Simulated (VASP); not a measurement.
Input of a VASP 6.6.1 run:

File INCAR:

```
SYSTEM = AlN
  PREC = Accurate
  ENCUT = 520
  EDIFF = 1E-7
  ISMEAR = 0
  SIGMA = 0.05
  LREAL = .FALSE.
  LASPH = .TRUE.
  NELM = 80
  ALGO = Normal
  ISIF = 2
  LWAVE = .FALSE.
  LCHARG = .FALSE.
  GGA = PS
  NBANDS = 16
```

KPOINTS

```
Automatic mesh
0
G
  9 9 6
  0 0 0
```

Contents of POSCAR:

```
AlN
1.0
    3.3276318631      0.0000000000      0.0000000000
   -1.6638159316      2.8818137278      0.0000000000
    0.0000000000      0.0000000000      4.1728473178
Al N
2 2
Direct
    0.3333333333      0.6666666667      0.7500000000
    0.6666666667      0.3333333333      0.2500000000
    0.3333333333      0.6666666667      0.2500000000
    0.6666666667      0.3333333333      0.7500000000
```

Potentials or basis: VASP PAW PBE potentials, release 64 (Al, N).

Launch:

```console
$ cat potpaw_PBE.64/Al/POTCAR potpaw_PBE.64/N/POTCAR > POTCAR
$ mpirun -np 1 vasp_std > vasp.out
```

Problem. Estimate the pressure.

Solution. -4.9 GPa.

Problem. Predict the band gap on the k mesh.

Solution. 3.17 eV, direct.

Stress tensor (GPa, compression positive):
```
-5.17  0.00  0.00
 0.00 -5.17  0.00
 0.00  0.00 -4.37
```

Caveat: the PAW data sets were made with another functional, which shifts forces and pressure a little.
